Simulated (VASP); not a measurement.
# Pt (I4/mmm) in VASP: a series of runs

The runs below take Pt through single point, with r2SCAN.

All numbers are computed with VASP 6.6.1; they aren't measurements. Logs are shortened: lines on timing, memory, paths and dates and some standing lists are left out, and cuts for length are marked.

## Step 1: The cell of the first run

Symmetry: I4/mmm, No. 139, tetragonal system. The conventional cell has a = 2.492 Å, b = 2.492 Å, c = 3.916 Å, α = 90.00°, β = 90.00°, γ = 90.00°. Within 3.3 Å of Pt (site symmetry 4/mmm) lie 12 Pt at 2.49 to 2.63 Å.

## Step 2: Single point, r2SCAN (strain -0.1000 x Voigt [1, 1, 0, 0, 0, 0])

POSCAR reads:

```
Pt
1.0
    0.0000000000      1.7621100000      1.9579000000
    1.7621100000      0.0000000000      1.9579000000
    1.7621100000      1.7621100000      0.0000000000
Pt
1
Direct
    0.0000000000      0.0000000000      0.0000000000
```

INCAR.step1 reads:

```
ALGO = Normal ; EDIFF = 1E-4
ENCUT = 520 ; GGA = PE
ISMEAR = 0 ; LASPH = True
LCHARG = False ; LREAL = False
LWAVE = True ; NBANDS = 11
NELM = 100 ; PREC = Accurate
SIGMA = 0.15
```

INCAR.step2 reads:

```
ALGO = Normal ; EDIFF = 1E-6
ENCUT = 520 ; ISIF = 2
ISMEAR = 0 ; ISTART = 1
LASPH = True ; LCHARG = False
LMIXTAU = True ; LREAL = False
LWAVE = False ; METAGGA = R2SCAN
NBANDS = 11 ; NELM = 100
PREC = Accurate ; SIGMA = 0.15
```

KPOINTS reads:

```
k-points
0
Gamma
  20 20 20
```

Potentials or basis: VASP PAW PBE potentials, release 64 (Pt).

On the command line:

```
cat potpaw_PBE.64/Pt/POTCAR > POTCAR
cp INCAR.step1 INCAR
mpirun -np 1 vasp_std > vasp.out
cp INCAR.step2 INCAR
mpirun -np 1 vasp_std > vasp.out
```

OUTCAR:

```text
EDIFF = 1E-6
   ENCUT = 520
   ISIF = 2
   ISMEAR = 0
   ISTART = 1
   LASPH = True
   LREAL = False
   METAGGA = R2SCAN
   NELM = 100
   PREC = Accurate

 ion  position               nearest neighbor table
   1  0.000  0.000  0.000-

  LATTYP: Found a body centered tetragonal cell.
 ALAT       =     2.4919998604
 C/A-ratio  =     1.5713484026

  Lattice vectors:

 A1 = (  -1.7621100000,   0.0000000000,   1.9579000000)
 A2 = (   1.7621100000,   0.0000000000,   1.9579000000)
 A3 = (   0.0000000000,   1.7621100000,  -1.9579000000)

Analysis of symmetry for initial positions (statically):
=====================================================================
 Subroutine PRICEL returns:
 Original cell was already a primitive cell.

 Routine SETGRP: Setting up the symmetry group for a
 body centered tetragonal supercell.

 Subroutine GETGRP returns: Found 16 space group operations
 (whereof 16 operations were pure point group operations)
 out of a pool of 16 trial point group operations.

The static configuration has the point symmetry D_4h.

Analysis of symmetry for dynamics (positions and initial velocities):
=====================================================================
 Subroutine PRICEL returns:
 Original cell was already a primitive cell.

 Routine SETGRP: Setting up the symmetry group for a
 body centered tetragonal supercell.

 Subroutine GETGRP returns: Found 16 space group operations
 (whereof 16 operations were pure point group operations)
 out of a pool of 16 trial point group operations.

The dynamic configuration has the point symmetry D_4h.

 Subroutine INISYM returns: Found 16 space group operations
 (whereof 16 operations are pure point group operations),
 and found     1 'primitive' translations

----------------------------------------------------------------------------------------

                                     Primitive cell

  volume of cell :      12.1587

  direct lattice vectors                    reciprocal lattice vectors
     0.000000000  1.762110000  1.957900000    -0.283750731  0.283750731  0.255375658
     1.762110000  0.000000000  1.957900000     0.283750731 -0.283750731  0.255375658
     1.762110000  1.762110000  0.000000000     0.283750731  0.283750731 -0.255375658

  length of vectors
     2.634085052  2.634085052  2.491999860     0.475652899  0.475652899  0.475652899

  position of ions in fractional coordinates (direct lattice)
     0.000000000  0.000000000  0.000000000

  ion indices of the primitive-cell ions
   primitive index   ion index
                 1           1

----------------------------------------------------------------------------------------

 KPOINTS: k-points

Automatic generation of k-mesh.
 Grid dimensions read from file:
 generate k-points for:   20   20   20

 Generating k-lattice:

  Cartesian coordinates                     Fractional coordinates (reciprocal lattice)
    -0.014187537  0.014187537  0.012768783     0.050000000  0.000000000  0.000000000
     0.014187537 -0.014187537  0.012768783     0.000000000  0.050000000  0.000000000
     0.014187537  0.014187537 -0.012768783     0.000000000  0.000000000  0.050000000

  Length of vectors
     0.023782645  0.023782645  0.023782645

  Shift w.r.t. Gamma in fractional coordinates (k-lattice)
     0.000000000  0.000000000  0.000000000

 Subroutine IBZKPT returns following result:
 ===========================================

 Found    641 irreducible k-points:

 Following reciprocal coordinates:
            Coordinates               Weight
  0.000000  0.000000  0.000000      1.000000
  0.050000  0.000000  0.000000      8.000000
  0.100000  0.000000  0.000000      8.000000
  0.150000 -0.000000  0.000000      8.000000
  0.200000  0.000000  0.000000      8.000000
  0.250000 -0.000000  0.000000      8.000000
[... 16 lines left out ...]
 -0.400000  0.050000  0.000000      8.000000
 -0.350000  0.050000  0.000000      8.000000
 [... further k-points ...]
   k-points           NKPTS =    641   k-points in BZ     NKDIM =    641   number of bands    NBANDS=     11
   number of dos      NEDOS =    301   number of ions     NIONS =      1
   total plane-waves  NPLWV =   8000
   dimension x,y,z NGX =    20 NGY =   20 NGZ =   20
   dimension x,y,z NGXF=    40 NGYF=   40 NGZF=   40
   ions per type =               1
   NGX,Y,Z   is equivalent  to a cutoff of  12.62, 12.62, 13.34 a.u.
   NGXF,Y,Z  is equivalent  to a cutoff of  25.25, 25.25, 26.68 a.u.
 SYSTEM =  unknown system
   PREC   = accura    normal or accurate (medium, high low for compatibility)
   ISTART =      1    job   : 0-new  1-cont  2-samecut
   ICHARG =      0    charge: 1-file 2-atom 10-const
   ISPIN  =      1    spin polarized calculation?
   LNONCOLLINEAR =      F non collinear calculations
   LSORBIT =      F    spin-orbit coupling
   LASPH  =      T    aspherical Exc in radial PAW
   ENCUT  =  520.0 eV  38.22 Ry    6.18 a.u.   4.90  4.90  4.63*2*pi/ulx,y,z
   NELM   =    100;   NELMIN=  2; NELMDL=  0     # of ELM steps
   EDIFF  = 0.1E-05   stopping-criterion for ELM
   LREAL  =      F    real-space projection
   EDIFFG = 0.1E-04   stopping-criterion for IOM
   NSW    =      0    number of steps for IOM
   IBRION =     -1    ionic relax: 0-MD 1-quasi-New 2-CG
   NFREE  =      0    steps in history (QN), initial steepest desc. (CG)
   ISIF   =      2    stress and relaxation
   ISYM   =      2    0-nonsym 1-usesym 2-fastsym
   POTIM  = 0.5000    time-step for ionic-motion
   TEBEG  =    0.0;   TEEND  =   0.0 temperature during run
   PSTRESS=    0.0 pullay stress
   NELECT =      10.0000    total number of electrons
   NUPDOWN=      -1.0000    fix difference up-down
   EMIN   =  10.00;   EMAX   =-10.00  energy-range for DOS
   EFERMI =   0.00;   METHOD = LEGACY
   ISMEAR =     0;   SIGMA  =   0.15  broadening in eV -4-tet -1-fermi 0-gaus
   EFERMI_NEDOS =   21; number of points for ismear=-14 and -15
   IALGO  =     38    algorithm
   IMIX   =      4    mixing-type and parameters
     AMIX     =   0.40;   BMIX     =  1.00
     AMIX_MAG =   1.60;   BMIX_MAG =  1.00
  volume/ion in A,a.u.               =      12.16        82.05
  Fermi-wavevector in a.u.,A,eV,Ry     =   1.533837  2.898532 32.009844  2.352657
  Thomas-Fermi vector in A             =   2.640849
   LORBIT       =      0    0 simple, 1 ext, 2 COOP (PROOUT), +10 PAW based schemes
   METAGGA = R2SCAN    functional components
   LHFCALC =     F    Hartree Fock is set to
   AEXX    =    0.0000 exact exchange contribution
   IVDW    =     0    specifies the selected vdW correction
   LEPSILON=     F    determine dielectric tensor
   LRPA    =     F    only Hartree local field effects (RPA)
 non-spin polarized calculation
 Gauss-broadening in eV      SIGMA  =   0.15
  energy-cutoff  :      520.00
  volume of cell :       12.16
 maximum number of plane-waves:       344
   NGX =  9   NGY =  9   NGZ =  9

 number of electron       9.9999999 magnetization

 Free energy of the ion-electron system (eV)
  ---------------------------------------------------
  ext. energy  EPLUGINS =         0.00000000
  ---------------------------------------------------
  free energy    TOTEN  =       -50.51230366 eV

  energy without entropy =      -50.49943883  energy(sigma->0) =      -50.50587124

 E-fermi :  15.6395     XC(G=0): -16.1826

 val. band max:       15.6389603278   @ k =  -0.2500   0.4500   0.3000
 cond. band min:      15.6402290224   @ k =  -0.3500   0.2000   0.1500
 fundamental gap:      0.0012686946
 Fermi energy:        15.6395236417

 k-point     1 :       0.0000    0.0000    0.0000
  band No.  band energies     occupation
      1       2.4678      2.00000
      2       9.0549      2.00000
      3      10.8399      2.00000
      4      10.8399      2.00000
      5      12.0797      2.00000
      6      14.2941      2.00000
      7      30.4406      0.00000
      8      34.3706      0.00000
      9      38.0532      0.00000
     10      38.0532      0.00000
     11      43.7679      0.00000

 k-point     2 :       0.0500    0.0000    0.0000
  band No.  band energies     occupation
      1       2.6004      2.00000
      2       9.0936      2.00000
      3      10.7800      2.00000
      4      10.8960      2.00000
      5      12.0705      2.00000
      6      14.2305      2.00000
      7      30.6717      0.00000
      8      34.4456      0.00000
      9      37.5309      0.00000
     10      38.2917      0.00000
     11      44.5599      0.00000

 k-point     3 :       0.1000    0.0000    0.0000
  band No.  band energies     occupation
      1       2.9852      2.00000
      2       9.1882      2.00000
      3      10.6158      2.00000
      4      11.0530      2.00000
      5      12.0845      2.00000
      6      14.0616      2.00000
      7      31.3110      0.00000
      8      34.3565      0.00000
      9      36.8713      0.00000
     10      38.9889      0.00000
     11      45.9843      0.00000

 k-point     4 :       0.1500   -0.0000    0.0000
  band No.  band energies     occupation
      1       3.5781      2.00000
      2       9.2915      2.00000
      3      10.3905      2.00000
      4      11.2700      2.00000
      5      12.2227      2.00000
      6      13.8541      2.00000
      7      32.1377      0.00000
      8      33.5549      0.00000
      9      37.2554      0.00000
     10      40.0926      0.00000
     11      45.0733      0.00000

 k-point     5 :       0.2000    0.0000    0.0000
  band No.  band energies     occupation
      1       4.2865      2.00000
      2       9.4102      2.00000
      3      10.1501      2.00000
      4      11.4611      2.00000
      5      12.5788      2.00000
      6      13.7227      2.00000
      7      31.8975      0.00000
      8      33.3763      0.00000
      9      38.4216      0.00000
     10      41.5117      0.00000
     11      43.0724      0.00000
[... 211 lines left out ...]
 k-point    21 :       0.5000    0.0500    0.0000
  band No.  band energies     occupation
      1       5.5660      2.00000
      2       9.1478      2.00000
      3      10.9315      2.00000
      4      13.8726      2.00000
      5      15.4185      1.96286
      6      16.6996      0.00000
      7      24.0238      0.00000
      8      29.8886      0.00000
      9      36.5897      0.00000
     10      38.0405      0.00000
     11      47.5401      0.00000

 k-point    22 :      -0.4500    0.0500    0.0000
  band No.  band energies     occupation
      1       5.5738      2.00000
      2       9.1907      2.00000
      3      10.9154      2.00000
      4      13.6869      2.00000
      5      15.2678      1.99954
      6      16.8981      0.00000
      7      24.1532      0.00000
      8      29.9498      0.00000
      9      36.3432      0.00000
     10      38.3803      0.00000
     11      46.5465      0.00000

 k-point    23 :      -0.4000    0.0500    0.0000
  band No.  band energies     occupation
      1       5.6184      2.00000
      2       9.2925      2.00000
      3      10.9892      2.00000
      4      12.8094      2.00000
      5      14.9177      2.00000
      6      16.5025      0.00000
      7      25.3479      0.00000
      8      30.3912      0.00000
      9      36.8658      0.00000
     10      39.2844      0.00000
     11      44.7261      0.00000

 k-point    24 :      -0.3500    0.0500    0.0000
  band No.  band energies     occupation
      1       5.6576      2.00000
      2       9.4340      2.00000
      3      11.1429      2.00000
      4      11.6472      2.00000
      5      14.4362      2.00000
      6      15.7423      0.33273
      7      26.9903      0.00000
      8      31.2457      0.00000
      9      38.0674      0.00000
     10      40.6875      0.00000
     11      42.7381      0.00000

 [... further k-points ...]
[... 5 lines left out ...]
  --------------------------------------------------------------------------------------
  -------------------------------------------------------------------------------------
  Total        9.9655601      9.9655601      7.5237311      0.0000000      0.0000000      0.0000000
  in kB     1313.1845350   1313.1845350    991.4191777      0.0000000      0.0000000      0.0000000
  external PRESSURE =    1205.9294159 kB  Pullay stress =       0.0000000 kB

 VOLUME and BASIS-vectors are now :
 -----------------------------------------------------------------------------
  energy-cutoff  :      520.00
  volume of cell :       12.16
      direct lattice vectors                 reciprocal lattice vectors
     0.000000000  1.762110000  1.957900000    -0.283750731  0.283750731  0.255375658
     1.762110000  0.000000000  1.957900000     0.283750731 -0.283750731  0.255375658
     1.762110000  1.762110000  0.000000000     0.283750731  0.283750731 -0.255375658

 POSITION                                       TOTAL-FORCE (eV/Angst)
 -----------------------------------------------------------------------------------
      0.00000      0.00000      0.00000         0.000000     -0.000000     -0.000000
 -----------------------------------------------------------------------------------
    total drift:                                0.000000      0.000000      0.000000

  FREE ENERGIE OF THE ION-ELECTRON SYSTEM (eV)
  ---------------------------------------------------
  free  energy   TOTEN  =       -50.5123036623 eV

  energy  without entropy=      -50.4994388255  energy(sigma->0) =      -50.50587124
```

Run time: 2.4 min. Hardware: 1 thread of Intel Xeon Platinum 8559C (Emerald Rapids), shared host; peak memory 0.2 GiB.

What came out:

```yaml
Free_energy: -50.5123 eV
Pressure: 120.6 GPa
Band_gap_on_the_k_mesh: zero (band 5 reaches 17.41 eV, above the bottom of band 6 at 13.26 eV)
```

Stress tensor (GPa, compression positive):
```
131.32   0.00   0.00
  0.00 131.32   0.00
  0.00   0.00  99.14
```

Levels at points of the mesh, in eV from the Fermi level:
| k point | band 1 | band 2 | band 3 | band 4 | band 5 | band 6 | band 7 | band 8 | band 9 | band 10 |
| --- | --- | --- | --- | --- | --- | --- | --- | --- | --- | --- |
| (0.00, 0.00, 0.00) | -13.17 | -6.58 | -4.80 | -4.80 | -3.56 | -1.35 | 14.80 | 18.73 | 22.41 | 22.41 |
| (0.50, 0.00, 0.00) | -10.18 | -6.42 | -4.80 | -1.11 | -0.24 | 0.51 | 8.37 | 14.09 | 20.92 | 22.45 |
| (0.50, 0.50, 0.00) | -10.19 | -9.54 | 0.09 | 0.24 | 0.75 | 0.75 | 9.99 | 14.24 | 14.24 | 25.26 |
| (0.50, 0.00, 0.50) | -10.13 | -9.47 | -0.16 | -0.04 | 1.76 | 2.57 | 11.47 | 12.98 | 13.46 | 24.14 |

Caveat: the cell differs from its parent crystal (strain -0.1000 x Voigt [1, 1, 0, 0, 0, 0]); the PAW data sets were made with another functional, which shifts forces and pressure a little; spin-orbit coupling is left out, which moves the levels of the heavy elements.

(Continued in part 2 of 3.)
